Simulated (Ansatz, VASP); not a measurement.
One calculation of Ti2SnTe3, two programs

```xyz
6
Lattice="-2.9943 2.9943 4.5233 2.9943 -2.9943 4.5233 2.9943 2.9943 -4.5233" Properties=species:S:1:pos:R:3 pbc="T T T"
Ti    0.0000    2.9943    2.2616
Ti    2.9943    0.0000    2.2616
Sn    0.0000    0.0000    4.5233
Te    0.0000    0.0000    6.5551
Te    0.0000    0.0000    2.4915
Te    0.0000    0.0000    0.0000
```

Alike in both runs: task single point; functional PBE; k mesh 4 × 4 × 4; occupations gaussian, width 0.1 eV; no spin polarisation.

```csv
,VASP,Ansatz
version,VASP 6.6.1,Ansatz 0.2.0
potentials or method,"VASP PAW PBE potentials, release 64 (Ti_sv, Sn_d, Te), cutoff 520 eV","scalar-relativistic, plane waves, PAW"
valence electrons in the cell,56,86
```

Ansatz gave:

```
gap on the k mesh at the Fermi level (eV) : none
rms of the force components (eV/Å)        : 5.860
```

**Question.** Estimate VASP's values.

**Answer.** gap on the k mesh at the Fermi level (eV): none; rms of the force components (eV/Å): 5.804.

Atom by atom the forces differ by 0.056 eV/Å (rms over components). A gap of «none» marks a metal or a gap that the smearing closes. VASP's potentials hold 56 valence electrons a cell and Ansatz's 86, so a difference there can come from the potentials and not from the codes.

The k mesh is coarse, so the values compare programs but aren't converged. Spin-orbit coupling is off throughout.
